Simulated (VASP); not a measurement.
# Si (Fd-3m) in VASP: further runs

The runs below take Si through single point, relaxation of cell and atoms, with PBEsol.

All numbers are computed with VASP 6.6.1; they aren't measurements. Logs are shortened: lines on timing, memory, paths and dates and some standing lists are left out, and cuts for length are marked.

**1. The cell of the first run**

The structure is cubic, space group Fd-3m (No. 227). The conventional cell has a = 5.434 Å, b = 5.434 Å, c = 5.434 Å, α = 90.00°, β = 90.00°, γ = 90.00°. Within 3.1 Å of Si (site symmetry -43m) lie 4 Si at 2.35 Å.

**2. Single point, PBEsol**

Contents of INCAR:

```
SYSTEM = Si
ALGO     = Normal         ! electronic algorithm
EDIFF    = 1E-6           ! SCF threshold, eV
ENCUT    = 520            ! plane-wave cutoff, eV
GGA      = PS             ! functional
ISIF     = 2              ! what is computed and relaxed
ISMEAR   = 0              ! smearing method
LASPH    = .TRUE.         ! aspherical terms in the spheres
LCHARG   = .TRUE.         ! write CHGCAR
LELF     = .TRUE.         ! ELF
LREAL    = .FALSE.        ! projectors in reciprocal space
LVHAR    = .TRUE.       
LWAVE    = .FALSE.        ! write WAVECAR
NBANDS   = 11             ! bands
NELM     = 100            ! most SCF steps
PREC     = Accurate       ! precision mode
SIGMA    = 0.02           ! smearing width, eV
```

Contents of KPOINTS:

```
k-points
0
G
  12 12 12
  0 0 0
```

Contents of POSCAR:

```
Si
1.0
    0.0000000000      2.7169171382      2.7169171382
    2.7169171382      0.0000000000      2.7169171382
    2.7169171382      2.7169171382      0.0000000000
Si
2
Direct
    0.7500000000      0.7500000000      0.7500000000
    0.5000000000      0.5000000000      0.5000000000
```

Potentials or basis: VASP PAW PBE potentials, release 64 (Si).

Started as:

```
cat potpaw_PBE.64/Si/POTCAR > POTCAR
mpirun -np 1 vasp_std > vasp.out
```

OUTCAR:

```text
SYSTEM = Si
   EDIFF = 1E-6
   ENCUT = 520
   GGA = PS
   ISIF = 2
   ISMEAR = 0
   LASPH = .TRUE.
   LREAL = .FALSE.
   NELM = 100
   PREC = Accurate

 ion  position               nearest neighbor table
   1  0.750  0.750  0.750-   2 2.35   2 2.35   2 2.35   2 2.35
   2  0.500  0.500  0.500-   1 2.35   1 2.35   1 2.35   1 2.35

  LATTYP: Found a face centered cubic cell.
 ALAT       =     5.4338342764

  Lattice vectors:

 A1 = (   0.0000000000,   2.7169171382,   2.7169171382)
 A2 = (   2.7169171382,   0.0000000000,   2.7169171382)
 A3 = (   2.7169171382,   2.7169171382,   0.0000000000)

Analysis of symmetry for initial positions (statically):
[... 5 lines left out ...]
 face centered cubic supercell.

 Subroutine GETGRP returns: Found 48 space group operations
 (whereof 24 operations were pure point group operations)
 out of a pool of 48 trial point group operations.

The static configuration has the point symmetry T_d .
 The point group associated with its full space group is O_h .

Analysis of symmetry for dynamics (positions and initial velocities):
[... 5 lines left out ...]
 face centered cubic supercell.

 Subroutine GETGRP returns: Found 48 space group operations
 (whereof 24 operations were pure point group operations)
 out of a pool of 48 trial point group operations.

The dynamic configuration has the point symmetry T_d .
 The point group associated with its full space group is O_h .

 Subroutine INISYM returns: Found 48 space group operations
 (whereof 24 operations are pure point group operations),
 and found     1 'primitive' translations

----------------------------------------------------------------------------------------

                                     Primitive cell

  volume of cell :      40.1106

  direct lattice vectors                    reciprocal lattice vectors
     0.000000000  2.716917138  2.716917138    -0.184032112  0.184032112  0.184032112
     2.716917138  0.000000000  2.716917138     0.184032112 -0.184032112  0.184032112
     2.716917138  2.716917138  0.000000000     0.184032112  0.184032112 -0.184032112

  length of vectors
     3.842301065  3.842301065  3.842301065     0.318752969  0.318752969  0.318752969

  position of ions in fractional coordinates (direct lattice)
     0.750000000  0.750000000  0.750000000
     0.500000000  0.500000000  0.500000000

  ion indices of the primitive-cell ions
   primitive index   ion index
                 1           1
                 2           2

----------------------------------------------------------------------------------------

 KPOINTS: k-points

Automatic generation of k-mesh.
 Grid dimensions read from file:
[... 69 lines left out ...]
   IBRION =     -1    ionic relax: 0-MD 1-quasi-New 2-CG
   NFREE  =      0    steps in history (QN), initial steepest desc. (CG)
   ISIF   =      2    stress and relaxation
   ISYM   =      2    0-nonsym 1-usesym 2-fastsym
   POTIM  = 0.5000    time-step for ionic-motion
   TEBEG  =    0.0;   TEEND  =   0.0 temperature during run
   PSTRESS=    0.0 pullay stress
   NELECT =       8.0000    total number of electrons
   NUPDOWN=      -1.0000    fix difference up-down
   EMIN   =  10.00;   EMAX   =-10.00  energy-range for DOS
   EFERMI =   0.00;   METHOD = LEGACY
   ISMEAR =     0;   SIGMA  =   0.02  broadening in eV -4-tet -1-fermi 0-gaus
   EFERMI_NEDOS =   21; number of points for ismear=-14 and -15
   IALGO  =     38    algorithm
   IMIX   =      4    mixing-type and parameters
     AMIX     =   0.40;   BMIX     =  1.00
     AMIX_MAG =   1.60;   BMIX_MAG =  1.00
  volume/ion in A,a.u.               =      20.06       135.34
  Fermi-wavevector in a.u.,A,eV,Ry     =   0.956500  1.807523 12.447872  0.914893
  Thomas-Fermi vector in A             =   2.085434
   LORBIT       =      0    0 simple, 1 ext, 2 COOP (PROOUT), +10 PAW based schemes
   GGA     = PS    functional components
   LHFCALC =     F    Hartree Fock is set to
   AEXX    =    0.0000 exact exchange contribution
   IVDW    =     0    specifies the selected vdW correction
   LEPSILON=     F    determine dielectric tensor
   LRPA    =     F    only Hartree local field effects (RPA)
 non-spin polarized calculation
 Gauss-broadening in eV      SIGMA  =   0.02
  energy-cutoff  :      520.00
  volume of cell :       40.11
 maximum number of plane-waves:      1106
 NGX is ok and might be reduce to    30
   NGX = 15   NGY = 15   NGZ = 15

 number of electron       8.0000001 magnetization

 Free energy of the ion-electron system (eV)
  ---------------------------------------------------
  ext. energy  EPLUGINS =         0.00000000
  ---------------------------------------------------
  free energy    TOTEN  =       -11.49324603 eV

  energy without entropy =      -11.49324603  energy(sigma->0) =      -11.49324603

 E-fermi :   5.9318     XC(G=0):  -9.5472

 val. band max:        5.7721908003   @ k =   0.0000   0.0000   0.0000
 cond. band min:       6.2318269952   @ k =   0.4167   0.4167   0.0000
 fundamental gap:      0.4596361948
 Fermi energy:         5.9318005632

 k-point     1 :       0.0000    0.0000    0.0000
  band No.  band energies     occupation
      1      -6.2062      2.00000
      2       5.7722      2.00000
      3       5.7722      2.00000
      4       5.7722      2.00000
      5       8.2890      0.00000
      6       8.2890      0.00000
      7       8.2890      0.00000
      8       9.0766      0.00000
      9      13.4598      0.00000
     10      13.4598      0.00000
     11      13.4757      0.00000
[... 309 lines left out ...]
 k-point    24 :      -0.4167    0.1667    0.0000
  band No.  band energies     occupation
      1      -3.5874      2.00000
      2      -1.0222      2.00000
      3       2.7516      2.00000
      4       4.1713      2.00000
      5       7.8717      0.00000
      6       9.7663      0.00000
      7      10.1076      0.00000
      8      13.6594      0.00000
      9      14.2174      0.00000
     10      14.4963      0.00000
     11      16.7842      0.00000

 [... further k-points ...]
[... 5 lines left out ...]
  --------------------------------------------------------------------------------------
  -------------------------------------------------------------------------------------
  Total        0.0249472      0.0249472      0.0249472     -0.0000000      0.0000000      0.0000000
  in kB        0.9964888      0.9964888      0.9964888     -0.0000000      0.0000000      0.0000000
  external PRESSURE =       0.9964888 kB  Pullay stress =       0.0000000 kB

 VOLUME and BASIS-vectors are now :
 -----------------------------------------------------------------------------
  energy-cutoff  :      520.00
  volume of cell :       40.11
      direct lattice vectors                 reciprocal lattice vectors
     0.000000000  2.716917138  2.716917138    -0.184032112  0.184032112  0.184032112
     2.716917138  0.000000000  2.716917138     0.184032112 -0.184032112  0.184032112
     2.716917138  2.716917138  0.000000000     0.184032112  0.184032112 -0.184032112

 POSITION                                       TOTAL-FORCE (eV/Angst)
 -----------------------------------------------------------------------------------
      4.07538      4.07538      4.07538         0.000000      0.000000      0.000000
      2.71692      2.71692      2.71692        -0.000000     -0.000000     -0.000000
 -----------------------------------------------------------------------------------
    total drift:                                0.000000     -0.000000     -0.000000

  FREE ENERGIE OF THE ION-ELECTRON SYSTEM (eV)
  ---------------------------------------------------
  free  energy   TOTEN  =       -11.4932460348 eV

  energy  without entropy=      -11.4932460348  energy(sigma->0) =      -11.49324603
```

OSZICAR:

```text
N       E                     dE             d eps       ncg     rms          rms(c)
DAV:   1     0.736643667502E+01    0.73664E+01   -0.32197E+03  1584   0.587E+02
DAV:   2    -0.111647568022E+02   -0.18531E+02   -0.17848E+02  2161   0.860E+01
DAV:   3    -0.117110348961E+02   -0.54628E+00   -0.54434E+00  2015   0.128E+01
DAV:   4    -0.117153499195E+02   -0.43150E-02   -0.43147E-02  1886   0.146E+00
DAV:   5    -0.117153894826E+02   -0.39563E-04   -0.39563E-04  2007   0.127E-01    0.496E+00
DAV:   6    -0.115623002862E+02    0.15309E+00   -0.82369E-02  1820   0.115E+00    0.297E+00
DAV:   7    -0.114925865937E+02    0.69714E-01   -0.14688E-01  1823   0.162E+00    0.181E-01
DAV:   8    -0.114931710021E+02   -0.58441E-03   -0.58847E-03  1794   0.426E-01    0.811E-02
DAV:   9    -0.114932352752E+02   -0.64273E-04   -0.95652E-05  2015   0.642E-02    0.564E-02
DAV:  10    -0.114932462564E+02   -0.10981E-04   -0.10518E-05  1849   0.178E-02    0.655E-03
DAV:  11    -0.114932460348E+02    0.22157E-06   -0.68204E-07  1807   0.411E-03
   1 F= -.11493246E+02 E0= -.11493246E+02  d E =-.429143E-32
```

Wall time 39 s (1 thread of Intel Xeon Platinum 8375C at 2.90GHz (Ice Lake), shared host); peak memory 0.16 GiB.

What came out:

```
Free energy            : -11.4932 eV
Pressure               : 0.1 GPa
Band gap on the k mesh : 0.46 eV, indirect (least direct gap 2.52 eV)
```

Levels at points of the mesh, in eV from the valence-band top:
| k point | band 2 | band 3 | band 4 | band 5 | band 6 | band 7 |
| --- | --- | --- | --- | --- | --- | --- |
| (0.00, 0.00, 0.00) | 0.00 | 0.00 | 0.00 | 2.52 | 2.52 | 2.52 |
| (0.50, 0.00, 0.00) | -7.01 | -1.20 | -1.20 | 1.46 | 3.27 | 3.27 |
| (0.50, 0.50, 0.00) | -7.82 | -2.87 | -2.87 | 0.59 | 0.59 | 10.05 |

Caveat: the PAW data sets were made with another functional, which shifts forces and pressure a little.

(Part 1 of 2 ends here.)
